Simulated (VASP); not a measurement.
CO2, 12 atoms in the cell. It takes space group P2_1/c (No. 14, monoclinic). Conventional cell: a = 6.126 Å, b = 6.058 Å, c = 5.886 Å, α = 90.00°, β = 107.41°, γ = 90.00°. C (site symmetry -1) has 2 O at 1.04 Å within 1.4 Å. Within 1.7 Å of C (site symmetry -1) lie 2 O at 1.27 Å. Within 1.4 Å of O (site symmetry 1) lie 1 C at 1.04 Å. Within 1.7 Å of O (site symmetry 1) lie 1 C at 1.27 Å.  This cell differs from its parent crystal: engineering shear strain xz -0.3000, normal strain along z -0.0400.

| Property | Result |
| --- | --- |
| Program | VASP 6.6.1 |
| Task | single point |
| Functional | PBE |
| Potentials or basis | VASP PAW PBE potentials, release 64 (C, O) |
| Cutoff | 520 eV |
| k mesh | 4 × 4 × 4 |
| Occupations | gaussian, width 0.05 eV |
| Spin | no spin polarisation |
| Dipole correction | no |
| Further INCAR settings | ALGO = Normal; EDIFF = 1e-06; NBANDS = 44 |

Potentials or basis: VASP PAW PBE potentials, release 64 (C, O).

The run is started by

```bash
$ cat potpaw_PBE.64/C/POTCAR potpaw_PBE.64/O/POTCAR > POTCAR
$ mpirun -np 1 vasp_std > vasp.out
```

Hardware: 1 thread of Oxide Virtual Turin-like Processor, with other jobs on the host.

Problem. Estimate the wall time of this run.

Solution. Run time: 4.9 min on 1 thread of Oxide Virtual Turin-like Processor, on a shared host, peak memory 0.39 GiB. Counts: scf iterations 14, k points 30.
